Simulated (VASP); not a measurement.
## Al: single point with revpbe exchange, lda correlation

The system is Al.

```
Al
1.0
     0.00000    1.94034    1.94034
     1.94034    0.00000    1.94034
     1.94034    1.94034    0.00000
Al
1
Direct
  0.00000 0.00000 0.00000
```

| Property | Result |
| --- | --- |
| Program | VASP 6.6.1 |
| Task | single point |
| Functional | revpbe exchange, lda correlation |
| Potentials or basis | VASP PAW PBE potentials, release 64 (Al) |
| Cutoff | 500 eV |
| k mesh | 11 × 11 × 11 |
| Occupations | gaussian, width 0.001 eV |
| Spin | collinear spin |
| Starting moments | [0.5] μB |
| Dipole correction | no |
| Further INCAR settings | ALGO = Normal; EDIFF = 1e-06; NBANDS = 12 |

```
Pressure                                              : 17.4 GPa
Net moment                                            : 0.01 μB per cell
Valence electrons inside the program's atomic spheres : Al 0.82
```

Levels at points of the mesh, in eV from the Fermi level:
Spin up:
```tsv
k point	band 1	band 2	band 3	band 4	band 5
(0.00, 0.00, 0.00)	-12.01	13.26	13.26	13.26	15.73
```
Spin down:
```
           k point  band 1  band 2  band 3  band 4  band 5  band 6
(0.00, 0.00, 0.00)  -12.00   13.27   13.27   13.27   15.75   15.75
```

Wall time 6.4 s on 1 thread of Intel(R) Xeon(R) 6975P-C (Granite Rapids), with other jobs on the host, peak memory 0.13 GiB.

Caveat: the cell stands under pressure; the PAW data sets were made with another functional, which shifts forces and pressure a little.
